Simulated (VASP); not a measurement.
## InAs (a): single point with PBEsol

The system is InAs (a).

```
In As
1.0
     0.00000    3.05356    3.05356
     3.05356    0.00000    3.05356
     3.05356    3.05356    0.00000
In As
1 1
Direct
  0.00000 0.00000 0.00000
  0.25000 0.25000 0.25000
```

- Program: VASP 6.6.1
- Task: single point
- Functional: PBEsol
- Potentials or basis: VASP PAW PBE potentials, release 64 (In_d, As)
- Cutoff: 500 eV
- k mesh: 6 × 6 × 6
- Occupations: gaussian, width 0.1 eV
- Spin: no spin polarisation

| Item | Value |
| --- | --- |
| Pressure | -0.4 GPa |
| Band gap on the k mesh | zero (filled and empty bands touch) |

Levels at points of the mesh, in eV from the Fermi level:
```
           k point  band 7  band 8  band 9  band 10  band 11  band 12
(0.00, 0.00, 0.00)   -0.47   -0.03   -0.03    -0.03     3.81     3.81
(0.50, 0.00, 0.00)   -5.70   -0.99   -0.99     0.78     4.57     4.57
(0.50, 0.50, 0.00)   -5.79   -2.28   -2.28     1.45     1.94     8.86
```

Run time: 16 s on 1 thread of Intel(R) Xeon(R) Platinum 8488C (Sapphire Rapids), on a shared host, peak memory 0.17 GiB.

Caveat: the PAW data sets were made with another functional, which shifts forces and pressure a little; spin-orbit coupling is left out, which moves the levels of the heavy elements.
